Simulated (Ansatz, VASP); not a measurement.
Ag in VASP and in Ansatz

```
Ag
1.0
    -1.61256    1.61256    1.61256
     1.61256   -1.61256    1.61256
     3.22511    3.22511    0.00000
Ag
2
Direct
  0.06578 0.93422 0.00000
  0.43422 0.56578 0.50000
```

Change from the starting cell: mode 1 (-24.9 1/cm) frozen in, largest displacement +0.300 Å.

Alike in both runs: task single point; functional PBEsol; k mesh 22 × 22 × 14; occupations gaussian, width 0.15 eV; no spin polarisation.

|  | VASP | Ansatz |
| --- | --- | --- |
| version | VASP 6.6.1 | Ansatz 0.2.0 |
| potentials or method | VASP PAW PBE potentials, release 64 (Ag), cutoff 520 eV | scalar-relativistic, plane waves, PAW |
| valence electrons in the cell | 22 | 38 |

Ansatz gave:

```
gap on the k mesh at the Fermi level (eV)                     : none
pressure (GPa)                                                : 0.7
traceless stress, the component that is largest in VASP (GPa) : -2.71
rms of the force components (eV/Å)                            : 0.091
```

**Question.** What did VASP give for the same quantities?

**Answer.** gap on the k mesh at the Fermi level (eV): none; pressure (GPa): 0.5; traceless stress, the component that is largest in VASP (GPa): -2.69; rms of the force components (eV/Å): 0.090.

VASP's potentials were made for PBE, not for PBEsol. Atom by atom the forces differ by 0.001 eV/Å (rms over components). A gap of «none» marks a metal or a gap that the smearing closes. VASP's potentials hold 22 valence electrons a cell and Ansatz's 38, so a difference there can come from the potentials and not from the codes.
